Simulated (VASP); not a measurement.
Input of a VASP 6.6.1 run:

File INCAR:

```
SYSTEM = GdO
  PREC = Accurate
  ENCUT = 520
  EDIFF = 1E-7
  ISMEAR = 1
  SIGMA = 0.15
  LREAL = .FALSE.
  LASPH = .TRUE.
  NELM = 150
  ALGO = Normal
  ISIF = 2
  LWAVE = .FALSE.
  LCHARG = .FALSE.
  ISPIN = 2
  MAGMOM = 7 0
  LORBIT = 11
  LMAXMIX = 6
  GGA = RP
  NBANDS = 23
```

File KPOINTS:

```
Automatic mesh
0
G
  9 9 9
  0 0 0
```

File POSCAR:

```
GdO
1.0
    0.0000000000      2.5873667228      2.5873667228
    2.5873667228      0.0000000000      2.5873667228
    2.5873667228      2.5873667228      0.0000000000
Gd O
1 1
Direct
    0.0000000000      0.0000000000      0.0000000000
    0.2500000000      0.2500000000      0.2500000000
```

Potentials or basis: VASP PAW PBE potentials, release 64 (Gd, O).

Run with:

```console
$ cat potpaw_PBE.64/Gd/POTCAR potpaw_PBE.64/O/POTCAR > POTCAR
$ mpirun -np 1 vasp_std > vasp.out
```

Problem. Predict the pressure.

Solution. 18.4 GPa.

Problem. Estimate the net moment.

Solution. 7.71 μB per cell.

Caveat: the PAW data sets were made with another functional, which shifts forces and pressure a little; a cell with one magnetic atom can't hold antiferromagnetic order, which such compounds often take. The state reached can hang on the start; a lower one may exist.
